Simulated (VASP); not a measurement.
BN: single point with PBEsol

BN:

```xyz
12
Lattice="-2.5410 0.0000 0.0000 -1.2705 -2.2006 0.0000 -0.5082 0.0000 12.6099" Properties=species:S:1:pos:R:3 pbc="T T T"
B    -2.5410   -1.4671    2.8882
B    -2.5410   -1.4671    7.0915
B    -2.5410   -1.4671   11.2948
B    -1.2705   -0.7335    0.7866
B    -1.2705   -0.7335    4.9899
B    -1.2705   -0.7335    9.1932
N    -2.5410   -1.4671    1.3142
N    -2.5410   -1.4671    5.5175
N    -2.5410   -1.4671    9.7208
N    -1.2705   -0.7335   11.8225
N    -1.2705   -0.7335    3.4159
N    -1.2705   -0.7335    7.6192
```

```yaml
Program: VASP 6.6.1
Task: single point
Functional: PBEsol
Potentials_or_basis: VASP PAW PBE potentials, release 64 (B, N)
Cutoff: 600 eV
k_mesh: 10 × 10 × 2
Occupations: gaussian, width 0.05 eV
Spin: no spin polarisation
Dipole_correction: no
Further_INCAR_settings: ALGO = Normal; EDIFF = 1e-06; NBANDS = 36
```

| Property | Result |
| --- | --- |
| Pressure | 0.2 GPa |
| Largest force | 2.480 eV/Å |
| Band gap on the k mesh | 4.82 eV (least direct gap 7.04 eV) |

Forces on the atoms (eV/Å):
```
B    0.149 -0.064  0.114
B   -0.001  0.000  0.055
B   -0.132 -0.195  0.000
B    2.332  0.068 -0.079
B    0.002 -0.004  0.057
B   -0.024  0.003  0.061
N    0.244 -0.261  0.204
N    0.001  0.000 -0.055
N   -0.140  0.018 -0.127
N   -2.436  0.445 -0.121
N    0.008 -0.010 -0.050
N   -0.002  0.000 -0.058
```

Stress tensor (GPa, compression positive):
```
-2.66 -1.24 11.90
-1.24  0.93 -1.57
11.90 -1.57  2.33
```

Levels at points of the mesh, in eV from the valence-band top:
| k point | band 21 | band 22 | band 23 | band 24 | band 25 | band 26 | band 27 | band 28 |
| --- | --- | --- | --- | --- | --- | --- | --- | --- |
| (0.00, 0.00, 0.00) | -0.69 | -0.36 | -0.19 | 0.00 | 7.60 | 8.14 | 8.37 | 8.51 |
| (0.50, 0.00, 0.00) | -3.34 | -3.17 | -2.73 | -2.28 | 5.60 | 6.32 | 6.50 | 6.52 |
| (0.50, 0.50, 0.00) | -3.38 | -3.18 | -2.67 | -2.18 | 4.85 | 6.33 | 6.44 | 6.56 |
| (0.00, 0.50, 0.00) | -3.48 | -3.11 | -2.91 | -2.29 | 5.97 | 6.23 | 6.44 | 6.58 |
| (0.00, 0.00, 0.50) | -0.51 | -0.36 | -0.27 | -0.21 | 7.62 | 8.22 | 8.38 | 8.46 |
| (0.50, 0.00, 0.50) | -3.79 | -2.98 | -2.56 | -2.48 | 5.67 | 6.32 | 6.44 | 6.57 |
| (0.50, 0.50, 0.50) | -3.90 | -3.07 | -2.55 | -2.36 | 4.97 | 6.37 | 6.48 | 6.62 |
| (0.00, 0.50, 0.50) | -3.74 | -3.49 | -2.59 | -2.47 | 6.04 | 6.28 | 6.48 | 6.56 |

Wall time 2.5 min on 1 thread of Intel(R) Xeon(R) 6975P-C (Granite Rapids) (shared host), peak memory 0.34 GiB.

Caveat: the PAW data sets were made with another functional, which shifts forces and pressure a little. A k mesh can miss the band edges.
